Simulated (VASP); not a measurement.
# SnBr4Cl (P4/mmm) in VASP: a series of runs

Runs on SnBr4Cl. Level: PBE. Tasks: single point, relaxation of cell and atoms.

Program: VASP 6.6.1. These are calculated values, not measurements. Logs are shortened: lines on timing, memory, paths and dates and some standing lists are left out, and cuts for length are marked.

**1. The cell of the first run**

Symmetry: P4/mmm, No. 123, tetragonal system. The conventional cell has a = 4.500 Å, b = 4.500 Å, c = 7.756 Å, α = 90.00°, β = 90.00°, γ = 90.00°. Within 2.8 Å of Sn (site symmetry 4/mmm) lie 6 Br at 2.15 to 2.25 Å. Within 3.2 Å of Br (site symmetry mmm) lie 2 Sn at 2.25 Å and 8 Br at 3.11 to 3.18 Å. Within 2.8 Å of Br (site symmetry 4mm) lie 1 Sn at 2.15 Å. Cl (site symmetry 4/mmm) has 16 Br at 3.62 to 4.48 Å and 4 Cl at 4.50 Å within 4.8 Å.

The cell was generated, and may not be a known phase.

**2. Single point, PBE**

The input, INCAR:

```
SYSTEM = SnBr4Cl
PREC     = Accurate       ! precision mode
ENCUT    = 520            ! plane-wave cutoff, eV
EDIFF    = 1E-6           ! SCF threshold, eV
ISMEAR   = 0              ! smearing method
SIGMA    = 0.1            ! smearing width, eV
LREAL    = .FALSE.        ! projectors in reciprocal space
LASPH    = .TRUE.         ! aspherical terms in the spheres
NELM     = 80             ! most SCF steps
ALGO     = Normal         ! electronic algorithm
ISIF     = 2              ! what is computed and relaxed
LWAVE    = .FALSE.        ! write WAVECAR
LCHARG   = .FALSE.        ! write CHGCAR
GGA      = PE             ! functional
NBANDS   = 34             ! bands
```

The input, KPOINTS:

```
regular mesh
0
G
  4 4 2
  0 0 0
```

The input, POSCAR:

```
SnBr4Cl
1.0
    4.5000216500      0.0000000000      0.0000000000
    0.0000000000      4.5000216500      0.0000000000
    0.0000000000      0.0000000000      7.7564055500
Sn Br Cl
1 4 1
Direct
    0.0000000000      0.0000000000      0.0000000000
    0.5000000000      0.0000000000      0.0000000000
    0.0000000000      0.5000000000      0.0000000000
    0.0000000000      0.0000000000      0.2770000100
    0.0000000000      0.0000000000      0.7229999900
    0.5000000000      0.5000000000      0.5000000000
```

Potentials or basis: VASP PAW PBE potentials, release 64 (Sn_d, Br, Cl).

Started as:

```console
cat potpaw_PBE.64/Sn_d/POTCAR potpaw_PBE.64/Br/POTCAR potpaw_PBE.64/Cl/POTCAR > POTCAR
mpirun -np 1 vasp_std > vasp.out
```

OUTCAR:

```text
SYSTEM = SnBr4Cl
   PREC = Accurate
   ENCUT = 520
   EDIFF = 1E-6
   ISMEAR = 0
   LREAL = .FALSE.
   LASPH = .TRUE.
   NELM = 80
   ISIF = 2
   GGA = PE

 ion  position               nearest neighbor table
   1  0.000  0.000  0.000-   4 2.15   5 2.15   2 2.25   3 2.25   3 2.25   2 2.25
   2  0.500  0.000  0.000-   1 2.25   1 2.25
   3  0.000  0.500  0.000-   1 2.25   1 2.25
   4  0.000  0.000  0.277-   1 2.15
   5  0.000  0.000  0.723-   1 2.15
   6  0.500  0.500  0.500-

  LATTYP: Found a simple tetragonal cell.
 ALAT       =     4.5000216500
 C/A-ratio  =     1.7236373852

  Lattice vectors:

 A1 = (   4.5000216500,   0.0000000000,   0.0000000000)
 A2 = (   0.0000000000,   4.5000216500,   0.0000000000)
 A3 = (   0.0000000000,   0.0000000000,   7.7564055500)

Analysis of symmetry for initial positions (statically):
=====================================================================
 Subroutine PRICEL returns:
 Original cell was already a primitive cell.

 Routine SETGRP: Setting up the symmetry group for a
 simple tetragonal supercell.

 Subroutine GETGRP returns: Found 16 space group operations
 (whereof 16 operations were pure point group operations)
 out of a pool of 16 trial point group operations.

The static configuration has the point symmetry D_4h.

Analysis of symmetry for dynamics (positions and initial velocities):
=====================================================================
 Subroutine PRICEL returns:
 Original cell was already a primitive cell.

 Routine SETGRP: Setting up the symmetry group for a
 simple tetragonal supercell.

 Subroutine GETGRP returns: Found 16 space group operations
 (whereof 16 operations were pure point group operations)
 out of a pool of 16 trial point group operations.

The dynamic configuration has the point symmetry D_4h.

 Subroutine INISYM returns: Found 16 space group operations
 (whereof 16 operations are pure point group operations),
 and found     1 'primitive' translations

----------------------------------------------------------------------------------------

                                     Primitive cell

  volume of cell :     157.0687

  direct lattice vectors                    reciprocal lattice vectors
     4.500021650  0.000000000  0.000000000     0.222221153  0.000000000  0.000000000
     0.000000000  4.500021650  0.000000000     0.000000000  0.222221153  0.000000000
     0.000000000  0.000000000  7.756405550     0.000000000  0.000000000  0.128925698

  length of vectors
     4.500021650  4.500021650  7.756405550     0.222221153  0.222221153  0.128925698

  position of ions in fractional coordinates (direct lattice)
     0.000000000  0.000000000  0.000000000
     0.500000000  0.000000000  0.000000000
     0.000000000  0.500000000  0.000000000
     0.000000000  0.000000000  0.277000010
     0.000000000  0.000000000  0.722999990
     0.500000000  0.500000000  0.500000000

  ion indices of the primitive-cell ions
   primitive index   ion index
                 1           1
                 2           2
                 3           3
                 4           4
                 5           5
                 6           6

----------------------------------------------------------------------------------------

 KPOINTS: regular mesh

Automatic generation of k-mesh.
 Grid dimensions read from file:
 generate k-points for:    4    4    2

 Generating k-lattice:

  Cartesian coordinates                     Fractional coordinates (reciprocal lattice)
     0.055555288  0.000000000  0.000000000     0.250000000  0.000000000  0.000000000
     0.000000000  0.055555288  0.000000000     0.000000000  0.250000000  0.000000000
     0.000000000  0.000000000  0.064462849     0.000000000  0.000000000  0.500000000

  Length of vectors
     0.055555288  0.055555288  0.064462849

  Shift w.r.t. Gamma in fractional coordinates (k-lattice)
     0.000000000  0.000000000  0.000000000

 Subroutine IBZKPT returns following result:
 ===========================================

 Found     12 irreducible k-points:

 Following reciprocal coordinates:
            Coordinates               Weight
  0.000000  0.000000  0.000000      1.000000
  0.250000  0.000000  0.000000      4.000000
  0.500000  0.000000  0.000000      2.000000
  0.250000  0.250000  0.000000      4.000000
  0.500000  0.250000  0.000000      4.000000
  0.500000  0.500000  0.000000      1.000000
  0.000000  0.000000  0.500000      1.000000
  0.250000  0.000000  0.500000      4.000000
  0.500000  0.000000  0.500000      2.000000
  0.250000  0.250000  0.500000      4.000000
  0.500000  0.250000  0.500000      4.000000
  0.500000  0.500000  0.500000      1.000000
   k-points           NKPTS =     12   k-points in BZ     NKDIM =     12   number of bands    NBANDS=     34
   number of dos      NEDOS =    301   number of ions     NIONS =      6
   total plane-waves  NPLWV =  77760
   dimension x,y,z NGX =    36 NGY =   36 NGZ =   60
   dimension x,y,z NGXF=    72 NGYF=   72 NGZF=  120
   ions per type =               1   4   1
   NGX,Y,Z   is equivalent  to a cutoff of  13.30, 13.30, 12.86 a.u.
   NGXF,Y,Z  is equivalent  to a cutoff of  26.60, 26.60, 25.72 a.u.
 SYSTEM =  SnBr4Cl
   PREC   = accura    normal or accurate (medium, high low for compatibility)
   ISTART =      0    job   : 0-new  1-cont  2-samecut
   ICHARG =      2    charge: 1-file 2-atom 10-const
   ISPIN  =      1    spin polarized calculation?
   LNONCOLLINEAR =      F non collinear calculations
   LSORBIT =      F    spin-orbit coupling
   LASPH  =      T    aspherical Exc in radial PAW
   ENCUT  =  520.0 eV  38.22 Ry    6.18 a.u.   8.37  8.37 14.42*2*pi/ulx,y,z
   NELM   =     80;   NELMIN=  2; NELMDL= -5     # of ELM steps
   EDIFF  = 0.1E-05   stopping-criterion for ELM
   LREAL  =      F    real-space projection
   EDIFFG = 0.1E-04   stopping-criterion for IOM
   NSW    =      0    number of steps for IOM
   IBRION =     -1    ionic relax: 0-MD 1-quasi-New 2-CG
   NFREE  =      0    steps in history (QN), initial steepest desc. (CG)
   ISIF   =      2    stress and relaxation
   ISYM   =      2    0-nonsym 1-usesym 2-fastsym
   POTIM  = 0.5000    time-step for ionic-motion
   TEBEG  =    0.0;   TEEND  =   0.0 temperature during run
   PSTRESS=    0.0 pullay stress
   NELECT =      49.0000    total number of electrons
   NUPDOWN=      -1.0000    fix difference up-down
   EMIN   =  10.00;   EMAX   =-10.00  energy-range for DOS
   EFERMI =   0.00;   METHOD = LEGACY
   ISMEAR =     0;   SIGMA  =   0.10  broadening in eV -4-tet -1-fermi 0-gaus
   EFERMI_NEDOS =   21; number of points for ismear=-14 and -15
   IALGO  =     38    algorithm
   IMIX   =      4    mixing-type and parameters
     AMIX     =   0.40;   BMIX     =  1.00
     AMIX_MAG =   1.60;   BMIX_MAG =  1.00
  volume/ion in A,a.u.               =      26.18       176.66
  Fermi-wavevector in a.u.,A,eV,Ry     =   1.110308  2.098179 16.773054  1.232785
  Thomas-Fermi vector in A             =   2.246858
   LORBIT       =      0    0 simple, 1 ext, 2 COOP (PROOUT), +10 PAW based schemes
   GGA     = PE    functional components
   LHFCALC =     F    Hartree Fock is set to
   AEXX    =    0.0000 exact exchange contribution
   IVDW    =     0    specifies the selected vdW correction
   LEPSILON=     F    determine dielectric tensor
   LRPA    =     F    only Hartree local field effects (RPA)
 non-spin polarized calculation
 Gauss-broadening in eV      SIGMA  =   0.10
  energy-cutoff  :      520.00
  volume of cell :      157.07
 maximum number of plane-waves:      4257
 NGX is ok and might be reduce to    36
   NGX = 17   NGY = 17   NGZ = 29

 number of electron      48.9999996 magnetization

 Free energy of the ion-electron system (eV)
  ---------------------------------------------------
  ext. energy  EPLUGINS =         0.00000000
  ---------------------------------------------------
  free energy    TOTEN  =        -4.40642487 eV

  energy without entropy =       -4.37594086  energy(sigma->0) =       -4.39118286

 E-fermi :   2.2456     XC(G=0):  -8.7522

 val. band max:        2.1854500594   @ k =   0.2500   0.2500   0.0000
 cond. band min:       2.2467002973   @ k =   0.0000   0.0000   0.0000
 fundamental gap:      0.0612502379
 Fermi energy:         2.2456217585

 k-point     1 :       0.0000    0.0000    0.0000
  band No.  band energies     occupation
      1     -20.8725      2.00000
      2     -20.8299      2.00000
      3     -20.1718      2.00000
      4     -20.0805      2.00000
      5     -20.0805      2.00000
      6     -16.1141      2.00000
[... 26 lines left out ...]
     33      11.2466      0.00000
     34      12.8056      0.00000

 k-point     2 :       0.2500    0.0000    0.0000
  band No.  band energies     occupation
      1     -20.8469      2.00000
      2     -20.7877      2.00000
      3     -20.1779      2.00000
      4     -20.0870      2.00000
      5     -20.0804      2.00000
      6     -15.8022      2.00000
[... 26 lines left out ...]
     33      11.2056      0.00000
     34      11.4377      0.00000

 k-point     3 :       0.5000    0.0000    0.0000
  band No.  band energies     occupation
      1     -20.8429      2.00000
      2     -20.7228      2.00000
      3     -20.1841      2.00000
      4     -20.0935      2.00000
      5     -20.0803      2.00000
      6     -15.1294      2.00000
[... 26 lines left out ...]
     33      11.0749      0.00000
     34      11.1690      0.00000
[... 260 lines left out ...]
 k-point    11 :       0.5000    0.2500    0.5000
  band No.  band energies     occupation
      1     -20.7908      2.00000
      2     -20.7004      2.00000
      3     -20.1906      2.00000
      4     -20.0934      2.00000
      5     -20.0868      2.00000
      6     -14.8265      2.00000
[... 26 lines left out ...]
     33      11.4484      0.00000
     34      11.6273      0.00000

 k-point    12 :       0.5000    0.5000    0.5000
  band No.  band energies     occupation
      1     -20.7646      2.00000
      2     -20.6504      2.00000
      3     -20.1971      2.00000
      4     -20.0933      2.00000
      5     -20.0933      2.00000
      6     -14.1343      2.00000
[... 26 lines left out ...]
     33      11.9032      0.00000
     34      12.4798      0.00000

------------------------ aborting loop because EDIFF is reached ----------------------------------------

  FORCE on cell =-STRESS in cart. coord.  units (eV):
  Direction    XX          YY          ZZ          XY          YZ          ZX
  --------------------------------------------------------------------------------------
  -------------------------------------------------------------------------------------
  Total       38.7836605     38.7836605     42.3979894      0.0000000     -0.0000000     -0.0000000
  in kB      395.6121887    395.6121887    432.4801003      0.0000000     -0.0000000     -0.0000000
  external PRESSURE =     407.9014926 kB  Pullay stress =       0.0000000 kB

 VOLUME and BASIS-vectors are now :
 -----------------------------------------------------------------------------
  energy-cutoff  :      520.00
  volume of cell :      157.07
      direct lattice vectors                 reciprocal lattice vectors
     4.500021650  0.000000000  0.000000000     0.222221153  0.000000000  0.000000000
     0.000000000  4.500021650  0.000000000     0.000000000  0.222221153  0.000000000
     0.000000000  0.000000000  7.756405550     0.000000000  0.000000000  0.128925698

 POSITION                                       TOTAL-FORCE (eV/Angst)
 -----------------------------------------------------------------------------------
      0.00000      0.00000      0.00000         0.000000      0.000000      0.000000
      2.25001      0.00000      0.00000         0.000000      0.000000      0.000000
      0.00000      2.25001      0.00000         0.000000      0.000000      0.000000
      0.00000      0.00000      2.14852        -0.000000     -0.000000      9.668823
      0.00000      0.00000      5.60788         0.000000      0.000000     -9.668823
      2.25001      2.25001      3.87820         0.000000      0.000000      0.000000
 -----------------------------------------------------------------------------------
    total drift:                                0.000000      0.000000     -0.000000

  FREE ENERGIE OF THE ION-ELECTRON SYSTEM (eV)
  ---------------------------------------------------
  free  energy   TOTEN  =        -4.4064248663 eV

  energy  without entropy=       -4.3759408573  energy(sigma->0) =       -4.39118286
```

Run time: 33 s. Hardware: 1 thread of Intel Xeon 6975P-C (Granite Rapids), shared host; peak memory 0.29 GiB.

What came out:

```yaml
Free_energy: -4.4064 eV
Pressure: 40.8 GPa
Largest_force: 9.669 eV/Å
Band_gap_on_the_k_mesh: zero (an odd number of electrons rules out a gap without spin polarisation)
```

Forces on the atoms (eV/Å):
```
Sn   0.000  0.000  0.000
Br   0.000  0.000  0.000
Br   0.000  0.000  0.000
Br   0.000  0.000  9.669
Br   0.000  0.000 -9.669
Cl   0.000  0.000  0.000
```

Stress tensor (GPa, compression positive):
```
39.56  0.00  0.00
 0.00 39.56  0.00
 0.00  0.00 43.25
```

Caveat: the k points lie up to 0.41 Å⁻¹ apart, too coarse for converged energies and pressures of a metal; spin-orbit coupling is left out, which moves the levels of the heavy elements; an odd number of electrons without spin polarisation forces a metal; a magnetic or distorted state may lie lower.

**3. Single point, PBE**

This run uses another cell than the first one, of 41.88 Å³/atom.

The input, INCAR:

```
SYSTEM = SnBr4Cl
ALGO = Normal ; EDIFF = 1E-7
ENCUT = 520 ; GGA = PE
ISIF = 2 ; ISMEAR = 0
LASPH = .TRUE. ; LCHARG = .FALSE.
LREAL = .FALSE. ; LWAVE = .FALSE.
NBANDS = 34 ; NELM = 80
PREC = Accurate ; SIGMA = 0.1
```

The input, KPOINTS:

```
k-points
0
G
  4 4 2
  0 0 0
```

The input, POSCAR:

```
SnBr4Cl
1.0
    5.4713629312      0.0000000000      0.0000000000
    0.0000000000      5.4713629312      0.0000000000
    0.0000000000      0.0000000000      8.3948859406
Sn Br Cl
1 4 1
Direct
    0.0000000000      0.0000000000      0.0000000000
    0.5000000000      0.0000000000      0.0000000000
    0.0000000000      0.5000000000      0.0000000000
    0.0000000000      0.0000000000      0.3007916367
    0.0000000000      0.0000000000      0.6992083633
    0.5000000000      0.5000000000      0.5000000000
```

Potentials or basis: VASP PAW PBE potentials, release 64 (Sn_d, Br, Cl).

Started as:

```console
cat potpaw_PBE.64/Sn_d/POTCAR potpaw_PBE.64/Br/POTCAR potpaw_PBE.64/Cl/POTCAR > POTCAR
mpirun -np 1 vasp_std > vasp.out
```

Wall time 75 s (1 thread of Intel Xeon 6975P-C (Granite Rapids), shared host); peak memory 0.37 GiB.

Results (log left out):

```yaml
Free_energy: -13.1267 eV
Pressure: 0.2 GPa
Band_gap_on_the_k_mesh: zero (an odd number of electrons rules out a gap without spin polarisation)
```

Stress tensor (GPa, compression positive):
```
0.23 0.00 0.00
0.00 0.23 0.00
0.00 0.00 0.08
```

Levels at points of the mesh, in eV from the Fermi level:
| k point | band 23 | band 24 | band 25 | band 26 | band 27 | band 28 |
| --- | --- | --- | --- | --- | --- | --- |
| (0.00, 0.00, 0.00) | -0.26 | -0.09 | -0.03 | -0.03 | 6.09 | 7.33 |
| (0.50, 0.00, 0.00) | -0.21 | -0.15 | 0.05 | 1.33 | 3.42 | 6.92 |
| (0.50, 0.50, 0.00) | -0.08 | -0.07 | -0.07 | 2.69 | 2.88 | 2.88 |
| (0.00, 0.00, 0.50) | -0.17 | -0.05 | -0.05 | 1.09 | 6.24 | 6.74 |
| (0.50, 0.00, 0.50) | -0.18 | -0.15 | -0.08 | 2.11 | 3.53 | 5.84 |
| (0.50, 0.50, 0.50) | -0.12 | 0.08 | 0.08 | 2.96 | 2.96 | 3.32 |

Caveat: the k points lie up to 0.37 Å⁻¹ apart, too coarse for converged energies and pressures of a metal; spin-orbit coupling is left out, which moves the levels of the heavy elements; an odd number of electrons without spin polarisation forces a metal; a magnetic or distorted state may lie lower.

(Part 1 of 2 ends here.)

The gap in the log of VASP goes by the Fermi energy; the results here count the filled bands.